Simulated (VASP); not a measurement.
# BaTiO3 (P4mm) in VASP: settings compared

The runs below take BaTiO3 through relaxation of cell and atoms, single point, with BLYP, r2SCAN, PBEsol, revPBE, BLYP+D4.

Everything below comes from runs of VASP 6.6.1. Logs are shortened: lines on timing, memory, paths and dates and some standing lists are left out, and cuts for length are marked.

## Step 1: The cell of the first run

Symmetry: P4mm, No. 99, tetragonal system. Conventional cell: a = 4.000 Å, b = 4.000 Å, c = 4.018 Å, α = 90.00°, β = 90.00°, γ = 90.00°. Ba (site symmetry 4mm) has 12 O at 2.79 to 2.88 Å and 8 Ti at 3.45 to 3.49 Å within 3.7 Å. Ti (site symmetry 4mm) has 6 O at 1.89 to 2.13 Å within 2.5 Å. Within 2.7 Å of O (site symmetry 2mm) lie 2 Ti at 2.00 Å. Within 2.5 Å of O (site symmetry 4mm) lie 2 Ti at 1.89 to 2.13 Å.

## Step 2: Relaxation of cell and atoms, BLYP

INCAR reads:

```
PREC     = Accurate       # precision mode
ENCUT    = 600            # plane-wave cutoff, eV
EDIFF    = 1E-6           # SCF threshold, eV
ISMEAR   = -1             # smearing method
SIGMA    = 0.05           # smearing width, eV
LREAL    = False          # projectors in reciprocal space
LASPH    = True           # aspherical terms in the spheres
NELM     = 60             # most SCF steps
ALGO     = Normal         # electronic algorithm
ISIF     = 3              # what is computed and relaxed
LWAVE    = False          # write WAVECAR
LCHARG   = False          # write CHGCAR
GGA      = B5             # functional
ALDAX    = 1.0          
AGGAX    = 1.0          
AGGAC    = 1.0          
ALDAC    = 0.0          
IBRION   = 2              # ionic algorithm
NSW      = 60             # ionic steps
EDIFFG   = -0.01          # ionic threshold
```

KPOINTS reads:

```
Automatic mesh
0
Gamma
  7 7 7
```

POSCAR reads:

```
BaTiO3
1.0
    3.9998000000      0.0000000000      0.0000000000
    0.0000000000      3.9998000000      0.0000000000
    0.0000000000      0.0000000000      4.0180000000
Ba Ti O
1 1 3
Direct
    0.0000000000      0.0000000000      0.0000000000
    0.5000000000      0.5000000000      0.4900000000
    0.0000000000      0.5000000000      0.5170000000
    0.5000000000      0.0000000000      0.5170000000
    0.5000000000      0.5000000000      0.0190000000
```

Potentials or basis: VASP PAW PBE potentials, release 64 (Ba_sv, Ti_sv, O).

The run is started by

```
cat potpaw_PBE.64/Ba_sv/POTCAR potpaw_PBE.64/Ti_sv/POTCAR potpaw_PBE.64/O/POTCAR > POTCAR
mpirun -np 1 vasp_std > vasp.out
```

OUTCAR:

```text
PREC = Accurate
   ENCUT = 600
   EDIFF = 1E-6
   ISMEAR = -1
   LREAL = False
   LASPH = True
   NELM = 60
   ISIF = 3
   GGA = B5
   IBRION = 2
   NSW = 60
   EDIFFG = -0.01

 ion  position               nearest neighbor table
   1  0.000  0.000  0.000-   3 2.79   4 2.79   3 2.79   4 2.79   5 2.83   5 2.83   5 2.83   5 2.83
                             4 2.88   3 2.88   4 2.88   3 2.88   2 3.45   2 3.45   2 3.45   2 3.45
   2  0.500  0.500  0.490-   5 1.89   4 2.00   3 2.00   4 2.00   3 2.00   5 2.13   1 3.45   1 3.45
                             1 3.45   1 3.45   1 3.49   1 3.49   1 3.49   1 3.49
   3  0.000  0.500  0.517-   2 2.00   2 2.00   1 2.79   1 2.79   1 2.88   1 2.88
   4  0.500  0.000  0.517-   2 2.00   2 2.00   1 2.79   1 2.79   1 2.88   1 2.88
   5  0.500  0.500  0.019-   2 1.89   2 2.13   1 2.83   1 2.83   1 2.83   1 2.83

  LATTYP: Found a simple tetragonal cell.
 ALAT       =     3.9998000000
 C/A-ratio  =     1.0045502275

  Lattice vectors:

 A1 = (   3.9998000000,   0.0000000000,   0.0000000000)
 A2 = (   0.0000000000,   3.9998000000,   0.0000000000)
 A3 = (   0.0000000000,   0.0000000000,   4.0180000000)

Analysis of symmetry for initial positions (statically):
=====================================================================
 Subroutine PRICEL returns:
 Original cell was already a primitive cell.

 Routine SETGRP: Setting up the symmetry group for a
 simple tetragonal supercell.

 Subroutine GETGRP returns: Found  8 space group operations
 (whereof  8 operations were pure point group operations)
 out of a pool of 16 trial point group operations.

The static configuration has the point symmetry C_4v.

Analysis of symmetry for dynamics (positions and initial velocities):
=====================================================================
 Subroutine PRICEL returns:
 Original cell was already a primitive cell.

 Routine SETGRP: Setting up the symmetry group for a
 simple tetragonal supercell.

 Subroutine GETGRP returns: Found  8 space group operations
 (whereof  8 operations were pure point group operations)
 out of a pool of 16 trial point group operations.

The dynamic configuration has the point symmetry C_4v.

 Subroutine INISYM returns: Found  8 space group operations
 (whereof  8 operations are pure point group operations),
 and found     1 'primitive' translations

----------------------------------------------------------------------------------------

                                     Primitive cell

  volume of cell :      64.2816

  direct lattice vectors                    reciprocal lattice vectors
     3.999800000  0.000000000  0.000000000     0.250012501  0.000000000  0.000000000
     0.000000000  3.999800000  0.000000000     0.000000000  0.250012501  0.000000000
     0.000000000  0.000000000  4.018000000     0.000000000  0.000000000  0.248880040

  length of vectors
     3.999800000  3.999800000  4.018000000     0.250012501  0.250012501  0.248880040

  position of ions in fractional coordinates (direct lattice)
     0.000000000  0.000000000  0.000000000
     0.500000000  0.500000000  0.490000000
     0.000000000  0.500000000  0.517000000
     0.500000000  0.000000000  0.517000000
     0.500000000  0.500000000  0.019000000

  ion indices of the primitive-cell ions
   primitive index   ion index
                 1           1
                 2           2
                 3           3
                 4           4
                 5           5

----------------------------------------------------------------------------------------

 KPOINTS: Automatic mesh

Automatic generation of k-mesh.
 Grid dimensions read from file:
 generate k-points for:    7    7    7

 Generating k-lattice:

  Cartesian coordinates                     Fractional coordinates (reciprocal lattice)
     0.035716072  0.000000000  0.000000000     0.142857143  0.000000000  0.000000000
     0.000000000  0.035716072  0.000000000     0.000000000  0.142857143  0.000000000
     0.000000000  0.000000000  0.035554291     0.000000000  0.000000000  0.142857143

  Length of vectors
     0.035716072  0.035716072  0.035554291

  Shift w.r.t. Gamma in fractional coordinates (k-lattice)
     0.000000000  0.000000000  0.000000000

 Subroutine IBZKPT returns following result:
 ===========================================

 Found     40 irreducible k-points:

 Following reciprocal coordinates:
            Coordinates               Weight
  0.000000  0.000000  0.000000      1.000000
  0.142857  0.000000  0.000000      4.000000
  0.285714  0.000000  0.000000      4.000000
  0.428571  0.000000  0.000000      4.000000
  0.142857  0.142857  0.000000      4.000000
  0.285714  0.142857  0.000000      8.000000
[... 16 lines left out ...]
  0.285714  0.000000  0.285714      8.000000
  0.428571  0.000000  0.285714      8.000000
 [... further k-points ...]
   k-points           NKPTS =     40   k-points in BZ     NKDIM =     40   number of bands    NBANDS=     24
   number of dos      NEDOS =    301   number of ions     NIONS =      5
   total plane-waves  NPLWV =  32768
   dimension x,y,z NGX =    32 NGY =   32 NGZ =   32
   dimension x,y,z NGXF=    64 NGYF=   64 NGZF=   64
   ions per type =               1   1   3
   NGX,Y,Z   is equivalent  to a cutoff of  13.30, 13.30, 13.24 a.u.
   NGXF,Y,Z  is equivalent  to a cutoff of  26.60, 26.60, 26.48 a.u.
 SYSTEM =  unknown system
   PREC   = accura    normal or accurate (medium, high low for compatibility)
   ISTART =      0    job   : 0-new  1-cont  2-samecut
   ICHARG =      2    charge: 1-file 2-atom 10-const
   ISPIN  =      1    spin polarized calculation?
   LNONCOLLINEAR =      F non collinear calculations
   LSORBIT =      F    spin-orbit coupling
   LASPH  =      T    aspherical Exc in radial PAW
   ENCUT  =  600.0 eV  44.10 Ry    6.64 a.u.   7.99  7.99  8.02*2*pi/ulx,y,z
   NELM   =     60;   NELMIN=  2; NELMDL= -5     # of ELM steps
   EDIFF  = 0.1E-05   stopping-criterion for ELM
   LREAL  =      F    real-space projection
   EDIFFG = -.1E-01   stopping-criterion for IOM
   NSW    =     60    number of steps for IOM
   IBRION =      2    ionic relax: 0-MD 1-quasi-New 2-CG
   NFREE  =      1    steps in history (QN), initial steepest desc. (CG)
   ISIF   =      3    stress and relaxation
   ISYM   =      2    0-nonsym 1-usesym 2-fastsym
   POTIM  = 0.5000    time-step for ionic-motion
   TEBEG  =    0.0;   TEEND  =   0.0 temperature during run
   PSTRESS=    0.0 pullay stress
   NELECT =      40.0000    total number of electrons
   NUPDOWN=      -1.0000    fix difference up-down
   EMIN   =  10.00;   EMAX   =-10.00  energy-range for DOS
   EFERMI =   0.00;   METHOD = LEGACY
   ISMEAR =    -1;   SIGMA  =   0.05  broadening in eV -4-tet -1-fermi 0-gaus
   EFERMI_NEDOS =   21; number of points for ismear=-14 and -15
   IALGO  =     38    algorithm
   IMIX   =      4    mixing-type and parameters
     AMIX     =   0.40;   BMIX     =  1.00
     AMIX_MAG =   1.60;   BMIX_MAG =  1.00
  volume/ion in A,a.u.               =      12.86        86.76
  Fermi-wavevector in a.u.,A,eV,Ry     =   1.397653  2.641181 26.578078  1.953434
  Thomas-Fermi vector in A             =   2.520888
   LORBIT       =      0    0 simple, 1 ext, 2 COOP (PROOUT), +10 PAW based schemes
   GGA     = B5    functional components
   LHFCALC =     F    Hartree Fock is set to
   AEXX    =    0.0000 exact exchange contribution
   IVDW    =     0    specifies the selected vdW correction
   LEPSILON=     F    determine dielectric tensor
   LRPA    =     F    only Hartree local field effects (RPA)
 conjugate gradient relaxation of ions
 non-spin polarized calculation
  energy-cutoff  :      600.00
  volume of cell :       64.28
 maximum number of plane-waves:      2174
 NGX is ok and might be reduce to    32
   NGX = 15   NGY = 15   NGZ = 17

--------------------------------------- Ionic step        1  -------------------------------------------

 number of electron      39.9999999 magnetization

 Free energy of the ion-electron system (eV)
  ---------------------------------------------------
  ext. energy  EPLUGINS =         0.00000000
  ---------------------------------------------------
  free energy    TOTEN  =       -38.06518288 eV

  energy without entropy =      -38.06518288  energy(sigma->0) =      -38.06518288

------------------------ aborting loop because EDIFF is reached ----------------------------------------

  FORCE on cell =-STRESS in cart. coord.  units (eV):
  Direction    XX          YY          ZZ          XY          YZ          ZX
  --------------------------------------------------------------------------------------
  -------------------------------------------------------------------------------------
  Total        3.8084209      3.8084209      4.2116152      0.0000000      0.0000000      0.0000000
  in kB       94.9224714     94.9224714    104.9718333      0.0000000      0.0000000      0.0000000
  external PRESSURE =      98.2722587 kB  Pullay stress =       0.0000000 kB
[... 98 lines left out ...]
  FREE ENERGIE OF THE ION-ELECTRON SYSTEM (eV)
  ---------------------------------------------------
  free  energy   TOTEN  =       -38.1814544625 eV

  energy  without entropy=      -38.1814544601  energy(sigma->0) =      -38.18145446

[... ionic steps 4 to 42 ...]

--------------------------------------- Ionic step       43  -------------------------------------------

 number of electron      39.9999990 magnetization

------------------------ aborting loop because EDIFF is reached ----------------------------------------

  FORCE on cell =-STRESS in cart. coord.  units (eV):
  Direction    XX          YY          ZZ          XY          YZ          ZX
  --------------------------------------------------------------------------------------
  -------------------------------------------------------------------------------------
  Total       -0.0362492     -0.0362492     -0.0271348      0.0000000      0.0000000      0.0000000
  in kB       -0.8093930     -0.8093930     -0.6058812      0.0000000      0.0000000      0.0000000
  external PRESSURE =      -0.7415557 kB  Pullay stress =       0.0000000 kB
[... 63 lines left out ...]
  energy  without entropy=      -38.2630038102  energy(sigma->0) =      -38.26300381

--------------------------------------- Ionic step       45  -------------------------------------------

 number of electron      39.9999990 magnetization

 Free energy of the ion-electron system (eV)
  ---------------------------------------------------
  ext. energy  EPLUGINS =         0.00000000
  ---------------------------------------------------
  free energy    TOTEN  =       -38.26301602 eV

  energy without entropy =      -38.26301602  energy(sigma->0) =      -38.26301602

 E-fermi :   4.6005     XC(G=0): -10.1350

 val. band max:        3.6294309576   @ k =   0.4286   0.4286   0.4286
 cond. band min:       5.4739948747   @ k =   0.0000   0.0000   0.0000
 fundamental gap:      1.8445639171
 Fermi energy:         4.6005472638

 k-point     1 :       0.0000    0.0000    0.0000
  band No.  band energies     occupation
      1     -52.9251      2.00000
      2     -29.4446      2.00000
      3     -29.2430      2.00000
      4     -29.2430      2.00000
      5     -21.8661      2.00000
      6     -13.1939      2.00000
[... 637 lines left out ...]
     23       6.9299      0.00000
     24       8.1415      0.00000

 [... further k-points ...]
[... 5 lines left out ...]
  --------------------------------------------------------------------------------------
  -------------------------------------------------------------------------------------
  Total        0.0019587      0.0019587      0.0156492      0.0000000      0.0000000      0.0000000
  in kB        0.0437349      0.0437349      0.3494316      0.0000000      0.0000000      0.0000000
  external PRESSURE =       0.1456338 kB  Pullay stress =       0.0000000 kB
[... 20 lines left out ...]
  FREE ENERGIE OF THE ION-ELECTRON SYSTEM (eV)
  ---------------------------------------------------
  free  energy   TOTEN  =       -38.2630160169 eV

  energy  without entropy=      -38.2630160158  energy(sigma->0) =      -38.26301602

 reached required accuracy - stopping structural energy minimisation
```

Run time: 14 min. Hardware: 1 thread of Intel Xeon 6975P-C (Granite Rapids), shared host; peak memory 0.24 GiB.

What came out:

```yaml
Free_energy: -38.2630 eV
Relaxed_volume: 14.35 Å³/atom
Relaxed_cell: a = 3.999 Å, b = 3.999 Å, c = 4.487 Å, α = 90.00°, β = 90.00°, γ = 90.00°
Space_group_after_relaxing_to_0.05_Å: P4mm (No. 99)
Energy_gained_by_relaxing: 39.6 meV/atom
Ionic_steps: 45
Pressure_after_relaxing: 0.0 GPa
Largest_force_after_relaxing: 0.007 eV/Å
Band_gap_on_the_k_mesh: 1.84 eV, indirect (least direct gap 2.43 eV)
```

Forces in eV/Å, atoms in the order of the input:
```
Ba   0.000  0.000 -0.007
Ti   0.000  0.000  0.006
O    0.000  0.000  0.001
O    0.000  0.000  0.001
O    0.000  0.000 -0.003
```

Step by step:
```tsv
step	energy change (eV)	largest force (eV/Å)	pressure (GPa)	volume (Å³)
1	0.0000	0.1971	9.83	64.28
3	-0.1163	0.5072	-0.23	68.26
5	-0.1318	0.3541	0.11	68.36
7	-0.1545	0.1520	0.34	69.14
9	-0.1792	0.2015	-0.49	70.36
11	-0.1848	0.1762	0.75	69.95
13	-0.1887	0.1419	0.84	70.10
15	-0.1926	0.2226	0.20	70.77
17	-0.1943	0.1612	-0.37	71.05
19	-0.1956	0.0849	0.20	70.92
21	-0.1962	0.0486	0.21	71.10
23	-0.1965	0.0290	-0.36	71.47
25	-0.1968	0.0260	-0.20	71.42
27	-0.1969	0.0704	0.04	71.54
29	-0.1973	0.0439	0.15	71.44
31	-0.1974	0.0320	0.14	71.51
33	-0.1976	0.0351	-0.07	71.65
35	-0.1977	0.0345	-0.04	71.65
37	-0.1977	0.0055	0.12	71.60
39	-0.1977	0.0050	0.10	71.61
41	-0.1978	0.0171	0.03	71.69
43	-0.1978	0.0271	-0.07	71.75
45	-0.1978	0.0065	0.01	71.75
```

Final structure:
```xyz
5
Lattice="3.9990 0.0000 0.0000 0.0000 3.9990 0.0000 0.0000 0.0000 4.4869" Properties=species:S:1:pos:R:3 pbc="T T T"
Ba    0.0000    0.0000    4.3624
Ti    1.9995    1.9995    2.0687
O     0.0000    1.9995    2.3556
O     1.9995    0.0000    2.3556
O     1.9995    1.9995    0.2678
```

Levels at points of the mesh, in eV from the valence-band top:
```tsv
k point	band 18	band 19	band 20	band 21	band 22	band 23
(0.00, 0.00, 0.00)	-1.39	-0.58	-0.58	1.84	2.78	2.78
```

Caveat: the PAW data sets were made with another functional, which shifts forces and pressure a little; spin-orbit coupling is left out, which moves the levels of the heavy elements; the volume moved by +12 % from the deposited cell, more than functionals usually miss.

## Step 3: Single point, r2SCAN, non-collinear spin, zero start, spin-orbit coupling

POSCAR is that of step 2.

INCAR.step1 reads:

```
SYSTEM = BaTiO3
PREC = Accurate ; ENCUT = 520
ISMEAR = 0 ; SIGMA = 0.01
LREAL = .FALSE. ; LASPH = .TRUE.
NELM = 150 ; MAGMOM = 0 0 0 0 0 0 0 0 0 0 0 0 0 0 0
LSORBIT = .TRUE. ; GGA_COMPAT = .FALSE.
LMAXMIX = 4 ; NBANDS = 55
GGA = PE ; ALGO = Normal
EDIFF = 1E-4 ; LWAVE = .TRUE.
LCHARG = .FALSE.
```

INCAR.step2 reads:

```
SYSTEM = BaTiO3
PREC = Accurate ; ENCUT = 520
EDIFF = 1E-6 ; ISMEAR = 0
SIGMA = 0.01 ; LREAL = .FALSE.
LASPH = .TRUE. ; NELM = 150
ALGO = Normal ; ISIF = 2
LWAVE = .FALSE. ; LCHARG = .FALSE.
MAGMOM = 0 0 0 0 0 0 0 0 0 0 0 0 0 0 0 ; LORBIT = 11
LSORBIT = .TRUE. ; GGA_COMPAT = .FALSE.
LORBMOM = .TRUE. ; LMAXMIX = 4
METAGGA = R2SCAN ; LMIXTAU = .TRUE.
NBANDS = 55 ; ISTART = 1
```

KPOINTS reads:

```
regular mesh
0
G
  5 5 5
  0 0 0
```

Potentials or basis: VASP PAW PBE potentials, release 64 (Ba_sv, Ti_sv, O).

The run is started by

```
cat potpaw_PBE.64/Ba_sv/POTCAR potpaw_PBE.64/Ti_sv/POTCAR potpaw_PBE.64/O/POTCAR > POTCAR
cp INCAR.step1 INCAR
mpirun -np 1 vasp_ncl > vasp.out
cp INCAR.step2 INCAR
mpirun -np 1 vasp_ncl > vasp.out
```

Wall time 9.3 min (1 thread of Intel Xeon 6975P-C (Granite Rapids), shared host); peak memory 0.42 GiB.

It converged, with:

```yaml
Free_energy: -74.4289 eV
Pressure: 1.1 GPa
Largest_force: 0.307 eV/Å
Net_moment: 0.00 μB per cell
Valence_electrons_inside_the_program's_atomic_spheres: Ba 7.99; Ti 10.13; O 5.07
```

Forces on the atoms (eV/Å):
```
Ba   0.000  0.000  0.085
Ti   0.000  0.000 -0.095
O    0.000  0.000 -0.148
O    0.000  0.000 -0.148
O    0.000  0.000  0.307
```

Stress tensor (GPa, compression positive):
```
0.81 0.00 0.00
0.00 0.81 0.00
0.00 0.00 1.78
```

Moments on the atoms (μB; x, y, z):
```
Ba  0.00 0.00 0.00
Ti  0.00 0.00 0.00
O   0.00 0.00 0.00
O   0.00 0.00 0.00
O   0.00 0.00 0.00
```

Caveat: the PAW data sets were made with another functional, which shifts forces and pressure a little.

## Step 4: Single point, PBEsol

This run uses another cell than the first one, of 12.65 Å³/atom, 0.984 times its volume.

INCAR reads:

```
SYSTEM = BaTiO3
PREC = Accurate ; ENCUT = 520
EDIFF = 1E-6 ; ISMEAR = -1
SIGMA = 0.05 ; LREAL = .FALSE.
LASPH = .TRUE. ; NELM = 100
ALGO = Normal ; ISIF = 2
LWAVE = .FALSE. ; LCHARG = .TRUE.
GGA = PS ; LELF = .TRUE.
LVHAR = .TRUE. ; NBANDS = 28
```

KPOINTS reads:

```
Automatic mesh
0
G
  7 7 7
  0 0 0
```

POSCAR reads:

```
BaTiO3
1.0
    3.9555936760      0.0000000000      0.0000000000
    0.0000000000      3.9555936760      0.0000000000
    0.0000000000      0.0000000000      4.0433881358
Ba Ti O
1 1 3
Direct
    0.0000000000      0.0000000000     -0.0018746625
    0.5000000000      0.5000000000      0.4829250625
    0.0000000000      0.5000000000      0.5170861086
    0.5000000000      0.0000000000      0.5170861086
    0.5000000000      0.5000000000      0.0277773829
```

The run is started by

```
cat potpaw_PBE.64/Ba_sv/POTCAR potpaw_PBE.64/Ti_sv/POTCAR potpaw_PBE.64/O/POTCAR > POTCAR
mpirun -np 1 vasp_std > vasp.out
```

Run time: 64 s. Hardware: 1 thread of Intel Xeon Platinum 8488C (Sapphire Rapids), shared host; peak memory 0.21 GiB.

It converged, with:

- Free energy: -41.9966 eV
- Pressure: 2.0 GPa
- Largest force: 0.054 eV/Å
- Band gap on the k mesh: 1.90 eV, indirect (least direct gap 2.19 eV)

Forces in eV/Å, atoms in the order of the input:
```
Ba   0.000  0.000  0.034
Ti   0.000  0.000  0.053
O    0.000  0.000 -0.017
O    0.000  0.000 -0.017
O    0.000  0.000 -0.054
```

Stress tensor (GPa, compression positive):
```
1.94 0.00 0.00
0.00 1.94 0.00
0.00 0.00 2.01
```

Levels at points of the mesh, in eV from the valence-band top:
```
           k point  band 18  band 19  band 20  band 21  band 22  band 23
(0.00, 0.00, 0.00)    -0.38    -0.29    -0.29     1.90     2.28     2.28
```

Caveat: the PAW data sets were made with another functional, which shifts forces and pressure a little; spin-orbit coupling is left out, which moves the levels of the heavy elements. A k mesh can miss the band edges.

(Part 1 of 2 ends here.)
